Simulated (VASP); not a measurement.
Runs of VASP 6.6.1 on Tl. The structure is that of space group Im-3m (No. 229), or close to it. The cells are those of the table. This isn't the form of Tl at room conditions, which is hcp.

```csv
cell,gap on the mesh (eV),pressure (GPa)
"a = 3.108 Å, angles 109.5°, 1 atom",none,9.5
"a = 3.021 Å, angles 109.5°, 1 atom",none,19.3
"a = 3.177 Å, angles 109.5°, 1 atom",none,(a)
"a = 3.334 Å, angles 109.5°, 1 atom",none,(b)
"a = 3.283 Å, angles 109.5°, 1 atom",none,-0.3
```

Alike in all rows: task single point; level PBEsol+D3(BJ); potentials or basis VASP PAW PBE potentials, release 64 (Tl_d); no spin polarisation; k mesh 6 × 6 × 6; cutoff (eV) 500; smearing gaussian 0.05 eV.

Problem. Estimate the missing entries.

Solution. (a) 4.6; (b) -2.1.

Caveats: all runs use coarse meshes; three body term missing; the PAW data sets were made with another functional, which shifts forces and pressure a little; spin-orbit coupling is left out, which moves the levels of the heavy elements.

A k mesh can miss the band edges, and the runs leave out spin-orbit coupling on Tl.

A gap of «none» marks levels without a gap at the run's occupations.
